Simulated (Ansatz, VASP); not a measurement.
# N: VASP beside Ansatz

File INCAR:

```
  PREC = Accurate
  ENCUT = 520
  EDIFF = 1E-6
  ISMEAR = 0
  SIGMA = 0.05
  LREAL = False
  LASPH = True
  NELM = 100
  ALGO = Normal
  ISIF = 2
  LWAVE = False
  LCHARG = False
  GGA = PE
  IVDW = 12
  NBANDS = 30
```

Contents of KPOINTS:

```
regular mesh
0
Gamma
  7 7 2
```

The input POSCAR:

```
N
1.0
   -3.8165516810      0.0000000000      0.0000000000
   -1.9082758405     -3.3052307106      0.0000000000
    0.0000000000      0.0000000000     14.6790392674
N
8
Direct
    0.3333333333      0.3333333333      0.9214825281
    0.3333333333      0.3333333333      0.4163732019
    0.3333333333      0.3333333333      0.8464001136
    0.3333333333      0.3333333333      0.3412907874
    0.6666666667      0.6666666667      0.1638185388
    0.6666666667      0.6666666667      0.6689278650
    0.6666666667      0.6666666667      0.0887361243
    0.6666666667      0.6666666667      0.5938454505
```

Input for Ansatz:

```yaml
crystal:
  lattice:
    - [-3.816551681, 0.0, 0.0]
    - [-1.9082758405, -3.3052307106, 0.0]
    - [0.0, 0.0, 14.6790392674]
  atoms:
    - { symbol: "N", position: [0.3333333333, 0.3333333333, 0.9214825281] }
    - { symbol: "N", position: [0.3333333333, 0.3333333333, 0.4163732019] }
    - { symbol: "N", position: [0.3333333333, 0.3333333333, 0.8464001136] }
    - { symbol: "N", position: [0.3333333333, 0.3333333333, 0.3412907874] }
    - { symbol: "N", position: [0.6666666667, 0.6666666667, 0.1638185388] }
    - { symbol: "N", position: [0.6666666667, 0.6666666667, 0.668927865] }
    - { symbol: "N", position: [0.6666666667, 0.6666666667, 0.0887361243] }
    - { symbol: "N", position: [0.6666666667, 0.6666666667, 0.5938454505] }
basis:
  ecutwfc: 420
kpoints:
  mp_grid: { grid: [7, 7, 2] }
hamiltonian:
  xc: pbe
  dispersion: d3bj
scf:
  occupations: { method: gaussian, width: 0.05 }
output:
  forces: true
  stress: true
  eigenvalues: true
```

Alike in both runs: task single point; functional PBE; dispersion D3(BJ); k mesh 7 × 7 × 2; occupations gaussian, width 0.05 eV; no spin polarisation.

```csv
,VASP,Ansatz
version,VASP 6.6.1,Ansatz 0.2.0
potentials or method,"VASP PAW PBE potentials, release 64 (N), cutoff 520 eV","scalar-relativistic, plane waves, PAW"
valence electrons in the cell,40,40
```

|  | VASP | Ansatz | Ansatz less VASP |
| --- | --- | --- | --- |
| gap on the k mesh at the Fermi level (eV) | 7.05 | 7.09 | +0.043 |
| least direct gap on the mesh (eV) | 7.19 | 7.23 | +0.044 |
| pressure (GPa) | 2.0 | 0.0 | -1.98 |
| traceless stress, the component that is largest in VASP (GPa) | 4.41 | 0.04 | -4.361 |
| rms of the force components (eV/Å) | 1.001 | 0.007 | -0.9942 |

Atom by atom the forces differ by 1.006 eV/Å (rms over components).

Noted on VASP's run: the standard files for N, O and F lose accuracy on very short bonds.
